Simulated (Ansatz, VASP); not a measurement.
**Two plane-wave programs on In2As2H**

```xyz
5
Lattice="4.3221 0.0000 0.0000 -2.1610 3.7430 0.0000 0.0000 0.0000 21.7387" Properties=species:S:1:pos:R:3 pbc="T T T"
As    0.0000    0.0000    4.0000
As    0.0000    2.4953    7.7327
In    0.0000    2.4953    4.8822
In    2.1610    1.2477    8.4387
H     1.2006    2.9112   11.7387
```

Alike in both runs: task single point; functional PBE; dispersion D3(BJ); k mesh 6 × 6 × 1; occupations gaussian, width 0.1 eV; no spin polarisation.

|  | VASP | Ansatz |
| --- | --- | --- |
| version | VASP 6.6.1 | Ansatz 0.2.0 |
| potentials or method | VASP PAW PBE potentials, release 64 (As, In_d, H), cutoff 520 eV | scalar-relativistic, plane waves, PAW |
| valence electrons in the cell | 37 | 57 |

VASP gave:

```
gap on the k mesh at the Fermi level (eV) : none
rms of the force components (eV/Å)        : 0.140
```

Question: Which values does Ansatz return?

Answer: gap on the k mesh at the Fermi level (eV): none; rms of the force components (eV/Å): 0.139.

A gap of «none» marks a metal or a gap that the smearing closes. VASP's potentials hold 37 valence electrons a cell and Ansatz's 57, so a difference there can come from the potentials and not from the codes.
